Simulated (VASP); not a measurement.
Set up this calculation in VASP 6.6.1, as the native input.

* Task: relaxation of cell and atoms
* Functional: PBE
* Dispersion: D3(BJ)
* Potentials or basis: VASP PAW PBE potentials, release 64 (W_sv, S)
* Cutoff: 600 eV
* k mesh: 12 × 12 × 2
* Occupations: fermi-dirac, width 0.02 eV
* Spin: no spin polarisation
* Dipole correction: no
* Further INCAR settings: ALGO = Normal; EDIFF = 1e-07; IBRION = 2; EDIFFG = -0.005; NSW = 80; ISIF = 3

The structure of WS2 (Tungstenite) lies in POSCAR:

```
WS2
1.0
    3.1800000000      0.0000000000      0.0000000000
   -1.5900000000      2.7539607840      0.0000000000
    0.0000000000      0.0000000000     12.5000000000
W S
2 4
Direct
    0.3333333333      0.6666666667      0.2500000000
    0.6666666667      0.3333333333      0.7500000000
    0.3333333333      0.6666666667      0.6250000000
    0.6666666667      0.3333333333      0.1250000000
    0.3333333333      0.6666666667      0.8750000000
    0.6666666667      0.3333333333      0.3750000000
```

These files were run (other wordings do the same):

INCAR

```
SYSTEM = WS2
PREC = Accurate
ENCUT = 600
EDIFF = 1E-7
ISMEAR = -1
SIGMA = 0.02
LREAL = .FALSE.
LASPH = .TRUE.
NELM = 100
ALGO = Normal
ISIF = 3
LWAVE = .FALSE.
LCHARG = .FALSE.
GGA = PE
IVDW = 12
IBRION = 2
NSW = 80
EDIFFG = -0.005
```

KPOINTS

```
Automatic mesh
0
G
  12 12 2
  0 0 0
```

Potentials or basis: VASP PAW PBE potentials, release 64 (W_sv, S).

Command:

```bash
$ cat potpaw_PBE.64/W_sv/POTCAR potpaw_PBE.64/S/POTCAR > POTCAR
$ mpirun -np 1 vasp_std > vasp.out
```

Results of the run:

| Quantity | Value |
| --- | --- |
| Relaxed volume | 17.44 Å³/atom |
| Relaxed cell | a = 3.155 Å, b = 3.155 Å, c = 12.141 Å, α = 90.00°, β = 90.00°, γ = 120.00° |
| Space group after relaxing (to 0.05 Å) | P6_3/mmc (No. 194) |
| Energy gained by relaxing | 5.5 meV/atom |
| Ionic steps | 12 |
| Pressure after relaxing | 0.0 GPa |
| Band gap on the k mesh | 0.91 eV, indirect (least direct gap 1.83 eV) |
| Dispersion energy per atom | -0.435 eV |

Caveat: spin-orbit coupling is left out, which moves the levels of the heavy elements.

It took 14 min on 1 thread of AMD EPYC 9R45 96-Core Processor (Zen 5), on a shared host, peak memory 0.34 GiB.
